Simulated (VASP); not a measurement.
# YC2N2 (P4/mmm) in VASP: further runs, part 2 of 2

VASP 6.6.1. The steps go on from the part before.

### Step 3. Single point, PBE

This run uses another cell than the first one, of 21.69 Å³/atom.

File INCAR:

```
PREC = Accurate
ENCUT = 520
EDIFF = 1E-6
ISMEAR = 0
SIGMA = 0.1
LREAL = F
LASPH = T
NELM = 80
ALGO = Normal
ISIF = 2
LWAVE = F
LCHARG = T
GGA = PE
LELF = T
LVHAR = T
NBANDS = 40
```

File KPOINTS:

```
regular mesh
0
Gamma
  2 2 6
```

File POSCAR:

```
YC2N2
1.0
    7.7583756000      0.0000000000      0.0000000000
    0.0000000000      7.7583756000      0.0000000000
    0.0000000000      0.0000000000      3.6038400400
Y C N
2 4 4
Direct
    0.0000000000      0.0000000000      0.0000000000
    0.5000000000      0.5000000000      0.0000000000
    0.1919431300      0.8080568700      0.0000000000
    0.8080568700      0.1919431300      0.0000000000
    0.1919431300      0.1919431300      0.0000000000
    0.8080568700      0.8080568700      0.0000000000
    0.2985782000      0.7014218000      0.0000000000
    0.7014218000      0.2985782000      0.0000000000
    0.2985782000      0.2985782000      0.0000000000
    0.7014218000      0.7014218000      0.0000000000
```

Potentials or basis: VASP PAW PBE potentials, release 64 (Y_sv, C, N).

Command:

```sh
$ cat potpaw_PBE.64/Y_sv/POTCAR potpaw_PBE.64/C/POTCAR potpaw_PBE.64/N/POTCAR > POTCAR
$ mpirun -np 1 vasp_std > vasp.out
```

OUTCAR:

```text
PREC = Accurate
   ENCUT = 520
   EDIFF = 1E-6
   ISMEAR = 0
   LREAL = F
   LASPH = T
   NELM = 80
   ISIF = 2
   GGA = PE

 ion  position               nearest neighbor table
   1  0.000  0.000  0.000-   3 2.11   4 2.11   5 2.11   6 2.11
   2  0.500  0.500  0.000-   7 2.21   8 2.21   9 2.21  10 2.21
   3  0.192  0.808  0.000-   7 1.17   1 2.11
   4  0.808  0.192  0.000-   8 1.17   1 2.11
   5  0.192  0.192  0.000-   9 1.17   1 2.11
   6  0.808  0.808  0.000-  10 1.17   1 2.11
   7  0.299  0.701  0.000-   3 1.17   2 2.21
   8  0.701  0.299  0.000-   4 1.17   2 2.21
   9  0.299  0.299  0.000-   5 1.17   2 2.21
  10  0.701  0.701  0.000-   6 1.17   2 2.21

  LATTYP: Found a simple tetragonal cell.
 ALAT       =     7.7583756000
 C/A-ratio  =     0.4645096120

  Lattice vectors:

 A1 = (   7.7583756000,   0.0000000000,   0.0000000000)
 A2 = (   0.0000000000,   7.7583756000,   0.0000000000)
 A3 = (   0.0000000000,   0.0000000000,   3.6038400400)

Analysis of symmetry for initial positions (statically):
=====================================================================
 Subroutine PRICEL returns:
 Original cell was already a primitive cell.

 Routine SETGRP: Setting up the symmetry group for a
 simple tetragonal supercell.

 Subroutine GETGRP returns: Found 16 space group operations
 (whereof 16 operations were pure point group operations)
 out of a pool of 16 trial point group operations.

The static configuration has the point symmetry D_4h.

Analysis of symmetry for dynamics (positions and initial velocities):
=====================================================================
 Subroutine PRICEL returns:
 Original cell was already a primitive cell.

 Routine SETGRP: Setting up the symmetry group for a
 simple tetragonal supercell.

 Subroutine GETGRP returns: Found 16 space group operations
 (whereof 16 operations were pure point group operations)
 out of a pool of 16 trial point group operations.

The dynamic configuration has the point symmetry D_4h.

 Subroutine INISYM returns: Found 16 space group operations
 (whereof 16 operations are pure point group operations),
 and found     1 'primitive' translations

----------------------------------------------------------------------------------------

                                     Primitive cell

  volume of cell :     216.9238

  direct lattice vectors                    reciprocal lattice vectors
     7.758375600  0.000000000  0.000000000     0.128892961  0.000000000  0.000000000
     0.000000000  7.758375600  0.000000000     0.000000000  0.128892961  0.000000000
     0.000000000  0.000000000  3.603840040     0.000000000  0.000000000  0.277481794

  length of vectors
     7.758375600  7.758375600  3.603840040     0.128892961  0.128892961  0.277481794

  position of ions in fractional coordinates (direct lattice)
     0.000000000  0.000000000  0.000000000
     0.500000000  0.500000000  0.000000000
     0.191943130  0.808056870  0.000000000
     0.808056870  0.191943130  0.000000000
     0.191943130  0.191943130  0.000000000
[... 54 lines left out ...]
  0.500000  0.000000  0.333333      4.000000
  0.500000  0.500000  0.333333      2.000000
  0.000000  0.000000  0.500000      1.000000
  0.500000  0.000000  0.500000      2.000000
  0.500000  0.500000  0.500000      1.000000
   k-points           NKPTS =     12   k-points in BZ     NKDIM =     12   number of bands    NBANDS=     40
   number of dos      NEDOS =    301   number of ions     NIONS =     10
   total plane-waves  NPLWV = 100800
   dimension x,y,z NGX =    60 NGY =   60 NGZ =   28
   dimension x,y,z NGXF=   120 NGYF=  120 NGZF=   56
   ions per type =               2   4   4
   NGX,Y,Z   is equivalent  to a cutoff of  12.86, 12.86, 12.92 a.u.
   NGXF,Y,Z  is equivalent  to a cutoff of  25.71, 25.71, 25.83 a.u.
 SYSTEM =  unknown system
   PREC   = accura    normal or accurate (medium, high low for compatibility)
   ISTART =      0    job   : 0-new  1-cont  2-samecut
   ICHARG =      2    charge: 1-file 2-atom 10-const
   ISPIN  =      1    spin polarized calculation?
   LNONCOLLINEAR =      F non collinear calculations
   LSORBIT =      F    spin-orbit coupling
   LASPH  =      T    aspherical Exc in radial PAW
   ENCUT  =  520.0 eV  38.22 Ry    6.18 a.u.  14.43 14.43  6.70*2*pi/ulx,y,z
   NELM   =     80;   NELMIN=  2; NELMDL= -5     # of ELM steps
   EDIFF  = 0.1E-05   stopping-criterion for ELM
   LREAL  =      F    real-space projection
   EDIFFG = 0.1E-04   stopping-criterion for IOM
   NSW    =      0    number of steps for IOM
   IBRION =     -1    ionic relax: 0-MD 1-quasi-New 2-CG
   NFREE  =      0    steps in history (QN), initial steepest desc. (CG)
   ISIF   =      2    stress and relaxation
   ISYM   =      2    0-nonsym 1-usesym 2-fastsym
   POTIM  = 0.5000    time-step for ionic-motion
   TEBEG  =    0.0;   TEEND  =   0.0 temperature during run
   PSTRESS=    0.0 pullay stress
   NELECT =      58.0000    total number of electrons
   NUPDOWN=      -1.0000    fix difference up-down
   EMIN   =  10.00;   EMAX   =-10.00  energy-range for DOS
   EFERMI =   0.00;   METHOD = LEGACY
   ISMEAR =     0;   SIGMA  =   0.10  broadening in eV -4-tet -1-fermi 0-gaus
   EFERMI_NEDOS =   21; number of points for ismear=-14 and -15
   IALGO  =     38    algorithm
   IMIX   =      4    mixing-type and parameters
     AMIX     =   0.40;   BMIX     =  1.00
     AMIX_MAG =   1.60;   BMIX_MAG =  1.00
  volume/ion in A,a.u.               =      21.69       146.39
  Fermi-wavevector in a.u.,A,eV,Ry     =   1.054666  1.993031 15.134050  1.112321
  Thomas-Fermi vector in A             =   2.189835
   LORBIT       =      0    0 simple, 1 ext, 2 COOP (PROOUT), +10 PAW based schemes
   GGA     = PE    functional components
   LHFCALC =     F    Hartree Fock is set to
   AEXX    =    0.0000 exact exchange contribution
   IVDW    =     0    specifies the selected vdW correction
   LEPSILON=     F    determine dielectric tensor
   LRPA    =     F    only Hartree local field effects (RPA)
 non-spin polarized calculation
 Gauss-broadening in eV      SIGMA  =   0.10
  energy-cutoff  :      520.00
  volume of cell :      216.92
 maximum number of plane-waves:      5869
 NGX is ok and might be reduce to    60
   NGX = 29   NGY = 29   NGZ = 13

 number of electron      57.9999994 magnetization

 Free energy of the ion-electron system (eV)
  ---------------------------------------------------
  ext. energy  EPLUGINS =         0.00000000
  ---------------------------------------------------
  free energy    TOTEN  =       -79.44387885 eV

  energy without entropy =      -79.40937028  energy(sigma->0) =      -79.42662456

 E-fermi :   0.5378     XC(G=0):  -7.3071

 val. band max:        0.4905222164   @ k =   0.5000   0.0000   0.5000
 cond. band min:       0.5477396946   @ k =   0.5000   0.0000   0.1667
 fundamental gap:      0.0572174782
 Fermi energy:         0.5377876134

 k-point     1 :       0.0000    0.0000    0.0000
  band No.  band energies     occupation
      1     -41.9469      2.00000
      2     -41.0008      2.00000
      3     -22.2276      2.00000
      4     -22.2276      2.00000
      5     -21.9752      2.00000
      6     -21.5242      2.00000
[... 505 lines left out ...]
     39       5.6795      0.00000
     40       6.4007      0.00000

------------------------ aborting loop because EDIFF is reached ----------------------------------------

  FORCE on cell =-STRESS in cart. coord.  units (eV):
  Direction    XX          YY          ZZ          XY          YZ          ZX
  --------------------------------------------------------------------------------------
  -------------------------------------------------------------------------------------
  Total       32.4849813     32.4849813      1.5938563      0.0000000      0.0000000      0.0000000
  in kB      239.9308514    239.9308514     11.7720647      0.0000000      0.0000000      0.0000000
  external PRESSURE =     163.8779225 kB  Pullay stress =       0.0000000 kB

 VOLUME and BASIS-vectors are now :
 -----------------------------------------------------------------------------
  energy-cutoff  :      520.00
  volume of cell :      216.92
      direct lattice vectors                 reciprocal lattice vectors
     7.758375600  0.000000000  0.000000000     0.128892961  0.000000000  0.000000000
     0.000000000  7.758375600  0.000000000     0.000000000  0.128892961  0.000000000
     0.000000000  0.000000000  3.603840040     0.000000000  0.000000000  0.277481794

 POSITION                                       TOTAL-FORCE (eV/Angst)
 -----------------------------------------------------------------------------------
      0.00000      0.00000      0.00000         0.000000     -0.000000     -0.000000
      3.87919      3.87919      0.00000         0.000000     -0.000000     -0.000000
      1.48917      6.26921      0.00000         2.586035     -2.586035     -0.000000
      6.26921      1.48917      0.00000        -2.586035      2.586035      0.000000
      1.48917      1.48917      0.00000         2.586035      2.586035      0.000000
      6.26921      6.26921      0.00000        -2.586035     -2.586035     -0.000000
      2.31648      5.44189      0.00000         0.234913     -0.234913      0.000000
      5.44189      2.31648      0.00000        -0.234913      0.234913     -0.000000
      2.31648      2.31648      0.00000         0.234913      0.234913      0.000000
      5.44189      5.44189      0.00000        -0.234913     -0.234913     -0.000000
 -----------------------------------------------------------------------------------
    total drift:                               -0.000000      0.000000     -0.000000

  FREE ENERGIE OF THE ION-ELECTRON SYSTEM (eV)
  ---------------------------------------------------
  free  energy   TOTEN  =       -79.4438788488 eV

  energy  without entropy=      -79.4093702796  energy(sigma->0) =      -79.42662456
```

Wall time 1.9 min (1 thread of AMD EPYC 7R13 (Zen 3), shared host); peak memory 0.33 GiB.

What came out:

```
Free energy            : -79.4439 eV
Pressure               : 16.4 GPa
Largest force          : 3.657 eV/Å
Band gap on the k mesh : zero (bands 29 and 30 overlap by 0.74 eV)
```

Forces on the atoms (eV/Å):
```
Y    0.000  0.000  0.000
Y    0.000  0.000  0.000
C    2.586 -2.586  0.000
C   -2.586  2.586  0.000
C    2.586  2.586  0.000
C   -2.586 -2.586  0.000
N    0.235 -0.235  0.000
N   -0.235  0.235  0.000
N    0.235  0.235  0.000
N   -0.235 -0.235  0.000
```

Caveat: the k points lie up to 0.40 Å⁻¹ apart, too coarse for converged energies and pressures of a metal; forces of over 1 eV/Å act on the atoms, so gaps and moduli don't describe the material at rest.

The gap in the log of VASP goes by the Fermi energy; the results here count the filled bands.